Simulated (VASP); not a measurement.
# AlN (P1) in VASP: a series of runs

AlN is run at these levels: LDA; tasks: single point.

All numbers are computed with VASP 6.6.1; they aren't measurements. Logs are shortened: lines on timing, memory, paths and dates and some standing lists are left out, and cuts for length are marked.

### 1 The cell of the first run

The typed cell holds 8 atoms: a = 3.089 Å, b = 3.089 Å, c = 11.898 Å, α = 87.52°, β = 88.76°, γ = 60.00°.

### 2 Single point, LDA (the part above a cut slid along it)

INCAR

```
SYSTEM = AlN
PREC = Accurate
ENCUT = 520
EDIFF = 1E-6
ISMEAR = 0
SIGMA = 0.05
LREAL = .FALSE.
LASPH = .TRUE.
NELM = 80
ALGO = Normal
ISIF = 2
LWAVE = .FALSE.
LCHARG = .TRUE.
GGA = CA
LELF = .TRUE.
LVHAR = .TRUE.
NBANDS = 26
```

KPOINTS

```
regular mesh
0
G
  8 8 3
  0 0 0
```

POSCAR

```
AlN
1.0
   -3.0886152975      0.0000000000      0.0000000000
   -1.5443076488     -2.6748193102      0.0000000000
   -0.2573846081     -0.4458032184     11.8871685333
Al N
4 4
Direct
    0.3333333333      0.2079453598      0.7523278410
    0.3333333333      0.2772579727      0.3364521636
    0.6666666667      0.6452476125      0.1285143249
    0.6666666667      0.5759349996      0.5443900023
    0.3333333333      0.3200960810      0.0794235138
    0.3333333333      0.2507834681      0.4952991913
    0.6666666667      0.6187731079      0.2873613526
    0.6666666667      0.5494604950      0.7032370300
```

Potentials or basis: VASP PAW LDA potentials, release 64 (Al, N).

Run with:

```console
$ cat potpaw_LDA.64/Al/POTCAR potpaw_LDA.64/N/POTCAR > POTCAR
$ mpirun -np 1 vasp_std > vasp.out
```

OUTCAR:

```text
SYSTEM = AlN
   PREC = Accurate
   ENCUT = 520
   EDIFF = 1E-6
   ISMEAR = 0
   LREAL = .FALSE.
   LASPH = .TRUE.
   NELM = 80
   ISIF = 2
   GGA = CA

 ion  position               nearest neighbor table
   1  0.333  0.208  0.752-   8 1.88   8 1.88   8 1.88   4 3.05   4 3.05   4 3.05
   2  0.333  0.277  0.336-   7 1.88   7 1.88   7 1.88   6 1.89   3 3.05   4 3.05   4 3.05   3 3.05
                             4 3.05   3 3.05
   3  0.667  0.645  0.129-   5 1.88   5 1.88   5 1.88   7 1.89   2 3.05   2 3.05   2 3.05
   4  0.667  0.576  0.544-   6 1.88   6 1.88   6 1.88   8 1.89   1 3.05   2 3.05   2 3.05   1 3.05
                             2 3.05   1 3.05
   5  0.333  0.320  0.079-   3 1.88   3 1.88   3 1.88
   6  0.333  0.251  0.495-   4 1.88   4 1.88   4 1.88   2 1.89
   7  0.667  0.619  0.287-   2 1.88   2 1.88   2 1.88   3 1.89
   8  0.667  0.549  0.703-   1 1.88   1 1.88   1 1.88   4 1.89

  LATTYP: Found a base centered monoclinic cell.
 ALAT       =     3.0886152976
 B/A-ratio  =     1.7320508075
 C/A-ratio  =     3.8523118313
 COS(beta)  =    -0.0432640643

  Lattice vectors:

 A1 = (   3.0886152975,   0.0000000000,   0.0000000000)
 A2 = (  -1.5443076487,   2.6748193102,   0.0000000000)
 A3 = (  -0.2573846081,  -0.4458032184,  11.8871685333)

Analysis of symmetry for initial positions (statically):
=====================================================================
 Subroutine PRICEL returns:
 Original cell was already a primitive cell.

 Routine SETGRP: Setting up the symmetry group for a
 base centered monoclinic supercell.

 Subroutine GETGRP returns: Found  1 space group operations
 (whereof  1 operations were pure point group operations)
 out of a pool of  4 trial point group operations.

The static configuration has the point symmetry C_1 .

Analysis of symmetry for dynamics (positions and initial velocities):
=====================================================================
 Subroutine PRICEL returns:
 Original cell was already a primitive cell.

 Routine SETGRP: Setting up the symmetry group for a
 base centered monoclinic supercell.

 Subroutine GETGRP returns: Found  1 space group operations
 (whereof  1 operations were pure point group operations)
 out of a pool of  4 trial point group operations.

The dynamic configuration has the point symmetry C_1 .

 Subroutine INISYM returns: Found  1 space group operations
 (whereof  1 operations are pure point group operations),
 and found     1 'primitive' translations

----------------------------------------------------------------------------------------
[... 107 lines left out ...]
   EDIFFG = 0.1E-04   stopping-criterion for IOM
   NSW    =      0    number of steps for IOM
   IBRION =     -1    ionic relax: 0-MD 1-quasi-New 2-CG
   NFREE  =      0    steps in history (QN), initial steepest desc. (CG)
   ISIF   =      2    stress and relaxation
   ISYM   =      2    0-nonsym 1-usesym 2-fastsym
   POTIM  = 0.5000    time-step for ionic-motion
   TEBEG  =    0.0;   TEEND  =   0.0 temperature during run
   PSTRESS=    0.0 pullay stress
   NELECT =      32.0000    total number of electrons
   NUPDOWN=      -1.0000    fix difference up-down
   EMIN   =  10.00;   EMAX   =-10.00  energy-range for DOS
   EFERMI =   0.00;   METHOD = LEGACY
   ISMEAR =     0;   SIGMA  =   0.05  broadening in eV -4-tet -1-fermi 0-gaus
   EFERMI_NEDOS =   21; number of points for ismear=-14 and -15
   IALGO  =     38    algorithm
   IMIX   =      4    mixing-type and parameters
     AMIX     =   0.40;   BMIX     =  1.00
     AMIX_MAG =   1.60;   BMIX_MAG =  1.00
  volume/ion in A,a.u.               =      12.28        82.84
  Fermi-wavevector in a.u.,A,eV,Ry     =   1.126538  2.128849 17.266995  1.269088
  Thomas-Fermi vector in A             =   2.263220
   LORBIT       =      0    0 simple, 1 ext, 2 COOP (PROOUT), +10 PAW based schemes
   GGA     = CA    functional components
   LHFCALC =     F    Hartree Fock is set to
   AEXX    =    0.0000 exact exchange contribution
   IVDW    =     0    specifies the selected vdW correction
   LEPSILON=     F    determine dielectric tensor
   LRPA    =     F    only Hartree local field effects (RPA)
 non-spin polarized calculation
 Gauss-broadening in eV      SIGMA  =   0.05
  energy-cutoff  :      520.00
  volume of cell :       98.21
 maximum number of plane-waves:      2669
   NGX = 11   NGY = 11   NGZ = 45

 number of electron      32.0000000 magnetization

 Free energy of the ion-electron system (eV)
  ---------------------------------------------------
  ext. energy  EPLUGINS =         0.00000000
  ---------------------------------------------------
  free energy    TOTEN  =       -62.04386829 eV

  energy without entropy =      -62.04191013  energy(sigma->0) =      -62.04288921

 E-fermi :   5.7934     XC(G=0): -10.3169

 val. band max:        5.7607877749   @ k =   0.0000   0.1250  -0.0000
 cond. band min:       5.8587634801   @ k =  -0.1250  -0.1250  -0.3333
 fundamental gap:      0.0979757052
 Fermi energy:         5.7933777839

 k-point     1 :       0.0000    0.0000    0.0000
  band No.  band energies     occupation
      1     -12.1465      2.00000
      2     -10.7856      2.00000
      3      -9.4830      2.00000
      4      -7.2949      2.00000
      5      -2.5379      2.00000
      6      -0.2825      2.00000
[... 685 lines left out ...]
     25      14.0162      0.00000
     26      14.6029      0.00000

 [... further k-points ...]
[... 5 lines left out ...]
  --------------------------------------------------------------------------------------
  -------------------------------------------------------------------------------------
  Total       -0.2982722     -0.4240589     -3.1109317     -0.0065777      0.2198383      0.1628167
  in kB       -4.8661635     -6.9183106    -50.7533094     -0.1073125      3.5865536      2.6562737
  external PRESSURE =     -20.8459278 kB  Pullay stress =       0.0000000 kB

 VOLUME and BASIS-vectors are now :
 -----------------------------------------------------------------------------
  energy-cutoff  :      520.00
  volume of cell :       98.21
      direct lattice vectors                 reciprocal lattice vectors
    -3.088615298  0.000000000  0.000000000    -0.323769684  0.186928514  0.000000000
    -1.544307649 -2.674819310  0.000000000     0.000000000 -0.373857029 -0.014020720
    -0.257384608 -0.445803218 11.887168533     0.000000000  0.000000000  0.084124323

 POSITION                                       TOTAL-FORCE (eV/Angst)
 -----------------------------------------------------------------------------------
     -1.54431     -0.89161      8.94305        -0.025270     -0.049913      0.191770
     -1.54431     -0.89161      3.99946         0.000490      0.001292     -1.485555
     -3.08862     -1.78321      1.52767        -0.003299     -0.004675     -2.478322
     -3.08862     -1.78321      6.47126        -0.001904     -0.001141     -1.412542
     -1.54431     -0.89161      0.94412         0.035787      0.052041      1.129560
     -1.54431     -0.89161      5.88770         0.000126      0.001236      1.304661
     -3.08862     -1.78321      3.41591         0.003497      0.004956      1.531244
     -3.08862     -1.78321      8.35950        -0.009428     -0.003796      1.219184
 -----------------------------------------------------------------------------------
    total drift:                               -0.000131     -0.000261     -0.001813

  FREE ENERGIE OF THE ION-ELECTRON SYSTEM (eV)
  ---------------------------------------------------
  free  energy   TOTEN  =       -62.0438682909 eV

  energy  without entropy=      -62.0419101290  energy(sigma->0) =      -62.04288921
```

OSZICAR:

```text
N       E                     dE             d eps       ncg     rms          rms(c)
DAV:   1     0.114746695412E+03    0.11475E+03   -0.14408E+04  5096   0.108E+03
DAV:   2    -0.631615451441E+02   -0.17791E+03   -0.16491E+03  6778   0.218E+02
DAV:   3    -0.747432895816E+02   -0.11582E+02   -0.11495E+02  6900   0.579E+01
[... 11 lines left out ...]
DAV:  15    -0.620438878526E+02    0.38941E-04   -0.10832E-05  6546   0.244E-02    0.219E-02
DAV:  16    -0.620438838389E+02    0.40137E-05   -0.34449E-06  6478   0.103E-02    0.183E-02
DAV:  17    -0.620438718040E+02    0.12035E-04   -0.14619E-06  5610   0.139E-02    0.939E-03
DAV:  18    -0.620438686734E+02    0.31306E-05   -0.17420E-06  6496   0.858E-03    0.459E-03
DAV:  19    -0.620438682909E+02    0.38251E-06   -0.39300E-07  3334   0.420E-03
   1 F= -.62043868E+02 E0= -.62042889E+02  d E =-.195816E-02
```

It took 6.1 min on 1 thread of Intel Xeon 8259CL, shared host; peak memory 0.31 GiB.

Results:

```yaml
Free_energy: -62.0439 eV
Pressure: -2.1 GPa
Largest_force: 2.478 eV/Å
Band_gap_on_the_k_mesh: zero (bands 16 and 17 overlap by 0.13 eV)
```

Forces in eV/Å, atoms in the order of the input:
```
Al  -0.025 -0.050  0.192
Al   0.000  0.001 -1.486
Al  -0.003 -0.005 -2.478
Al  -0.002 -0.001 -1.413
N    0.036  0.052  1.130
N    0.000  0.001  1.305
N    0.003  0.005  1.531
N   -0.009 -0.004  1.219
```

Caveat: the cell differs from its parent crystal (the part above a cut slid along it); semilocal functionals underestimate gaps, and a narrow one can read as zero; forces of over 1 eV/Å act on the atoms, so gaps and moduli don't describe the material at rest.

### 3 Single point, LDA (the part above a cut slid along it)

INCAR

```
SYSTEM = AlN
PREC = Accurate
ENCUT = 520
EDIFF = 1E-6
ISMEAR = 0
SIGMA = 0.05
LREAL = .False.
LASPH = .True.
NELM = 60
ALGO = Normal
ISIF = 2
LWAVE = .False.
LCHARG = .False.
GGA = CA
NBANDS = 26
```

KPOINTS

```
Automatic mesh
0
Gamma
  8 8 3
  0 0 0
```

POSCAR

```
AlN
1.0
   -3.0886152975      0.0000000000      0.0000000000
   -1.5443076488     -2.6748193102      0.0000000000
   -0.5147692163     -0.8916064367     11.8871685333
Al N
4 4
Direct
    0.3333333333      0.0825573863      0.7523278410
    0.3333333333      0.2211826121      0.3364521636
    0.6666666667      0.6238285584      0.1285143249
    0.6666666667      0.4852033326      0.5443900023
    0.3333333333      0.3068588287      0.0794235138
    0.3333333333      0.1682336029      0.4952991913
    0.6666666667      0.5708795491      0.2873613526
    0.6666666667      0.4322543233      0.7032370300
```

Potentials or basis: VASP PAW LDA potentials, release 64 (Al, N).

Run with:

```console
$ cat potpaw_LDA.64/Al/POTCAR potpaw_LDA.64/N/POTCAR > POTCAR
$ mpirun -np 1 vasp_std > vasp.out
```

Run time: 6.1 min. Hardware: 1 thread of Intel Xeon 8259CL, shared host; peak memory 0.31 GiB.

It converged, with:

| Item | Value |
| --- | --- |
| Free energy | -62.0059 eV |
| Pressure | -2.0 GPa |
| Largest force | 2.453 eV/Å |
| Band gap on the k mesh | zero (bands 16 and 17 overlap by 0.13 eV) |

Forces on the atoms (eV/Å):
```
Al  -0.022 -0.057  0.133
Al   0.001  0.002 -1.501
Al  -0.005 -0.004 -2.453
Al  -0.004  0.000 -1.430
N    0.048  0.050  1.177
N   -0.001  0.002  1.318
N    0.005  0.004  1.546
N   -0.022  0.003  1.210
```

Stress tensor (GPa, compression positive):
```
-0.61 -0.12  0.39
-0.12 -0.97  0.32
 0.39  0.32 -4.54
```

Levels at points of the mesh, in eV from the Fermi level:
| k point | band 13 | band 14 | band 15 | band 16 | band 17 | band 18 | band 19 | band 20 |
| --- | --- | --- | --- | --- | --- | --- | --- | --- |
| (0.00, 0.00, 0.00) | -1.79 | -1.15 | -0.52 | 0.10 | 0.10 | 3.24 | 3.80 | 5.01 |
| (0.50, 0.00, 0.00) | -2.77 | -2.66 | -0.69 | -0.41 | 0.76 | 2.07 | 3.40 | 4.02 |
| (0.00, 0.50, 0.00) | -2.79 | -2.66 | -0.69 | -0.36 | 0.66 | 2.14 | 3.36 | 4.01 |
| (0.50, 0.50, 0.00) | -2.76 | -2.66 | -0.69 | -0.36 | 0.67 | 2.04 | 3.41 | 4.03 |

Caveat: the cell differs from its parent crystal (the part above a cut slid along it); semilocal functionals underestimate gaps, and a narrow one can read as zero; forces of over 1 eV/Å act on the atoms, so gaps and moduli don't describe the material at rest.

### 4 Single point, LDA (the part above a cut slid along it)

INCAR

```
PREC = Accurate
ENCUT = 520
EDIFF = 1E-7
ISMEAR = 0
SIGMA = 0.05
LREAL = F
LASPH = T
NELM = 60
ALGO = Normal
ISIF = 2
LWAVE = F
LCHARG = F
GGA = CA
NBANDS = 26
```

KPOINTS

```
regular mesh
0
Gamma
  8 8 3
```

POSCAR

```
AlN
1.0
   -3.0886152975      0.0000000000      0.0000000000
   -1.5443076488     -2.6748193102      0.0000000000
   -0.6434615203     -1.1145080459     11.8871685333
Al N
4 4
Direct
    0.3333333333      0.0198633996      0.7523278410
    0.3333333333      0.1931449318      0.3364521636
    0.6666666667      0.6131190313      0.1285143249
    0.6666666667      0.4398374990      0.5443900023
    0.3333333333      0.3002402026      0.0794235138
    0.3333333333      0.1269586703      0.4952991913
    0.6666666667      0.5469327698      0.2873613526
    0.6666666667      0.3736512375      0.7032370300
```

Run with:

```console
$ cat potpaw_LDA.64/Al/POTCAR potpaw_LDA.64/N/POTCAR > POTCAR
$ mpirun -np 1 vasp_std > vasp.out
```

Run time: 7.6 min. Hardware: 1 thread of Intel Xeon 8259CL, shared host; peak memory 0.31 GiB.

The run converged. Its results:

```yaml
Free_energy: -61.9913 eV
Pressure: -2.0 GPa
Largest_force: 2.440 eV/Å
Band_gap_on_the_k_mesh: zero (bands 16 and 17 overlap by 0.13 eV)
```

Forces in eV/Å, atoms in the order of the input:
```
Al  -0.008 -0.037  0.108
Al   0.000  0.001 -1.506
Al  -0.004 -0.002 -2.440
Al  -0.004  0.001 -1.437
N    0.039  0.024  1.195
N   -0.002  0.002  1.323
N    0.004  0.002  1.551
N   -0.026  0.010  1.206
```

Stress tensor (GPa, compression positive):
```
-0.70 -0.18  0.34
-0.18 -1.05  0.13
 0.34  0.13 -4.30
```

Levels at points of the mesh, in eV from the Fermi level:
```
           k point  band 13  band 14  band 15  band 16  band 17  band 18  band 19  band 20
(0.00, 0.00, 0.00)    -1.78    -1.16    -0.52     0.10     0.10     3.24     3.80     5.01
(0.50, 0.00, 0.00)    -2.77    -2.65    -0.69    -0.41     0.74     2.06     3.40     4.02
(0.00, 0.50, 0.00)    -2.79    -2.65    -0.69    -0.34     0.63     2.13     3.34     4.02
(0.50, 0.50, 0.00)    -2.76    -2.65    -0.69    -0.33     0.62     2.04     3.41     4.04
```

Caveat: the cell differs from its parent crystal (the part above a cut slid along it); semilocal functionals underestimate gaps, and a narrow one can read as zero; forces of over 1 eV/Å act on the atoms, so gaps and moduli don't describe the material at rest.

### 5 The runs side by side

| cell | gap on the mesh (eV) | pressure (GPa) | largest force (eV/Å) |
| --- | --- | --- | --- |
| a = 3.089, b = 3.089, c = 11.898 Å, angles 87.5, 88.8, 60.0°, 8 atoms | none | -2.1 | 2.48 |
| a = 3.089, b = 3.089, c = 11.932 Å, angles 85.1, 87.5, 60.0°, 8 atoms | none | -2.0 | 2.45 |
| a = 3.089, b = 3.089, c = 11.957 Å, angles 83.8, 86.9, 60.0°, 8 atoms | none | -2.0 | 2.44 |

Alike in all rows: task single point; level LDA; potentials or basis VASP PAW LDA potentials, release 64 (Al, N); no spin polarisation; k mesh 8 × 8 × 3; cutoff (eV) 520; smearing gaussian 0.05 eV.

Caveats: semilocal functionals underestimate gaps, and a narrow one can read as zero; forces of over 1 eV/Å act on the atoms, so gaps and moduli don't describe the material at rest.

Absolute energies hang on the potentials; compare differences alone.

The gap in the log of VASP goes by the Fermi energy; the results here count the filled bands.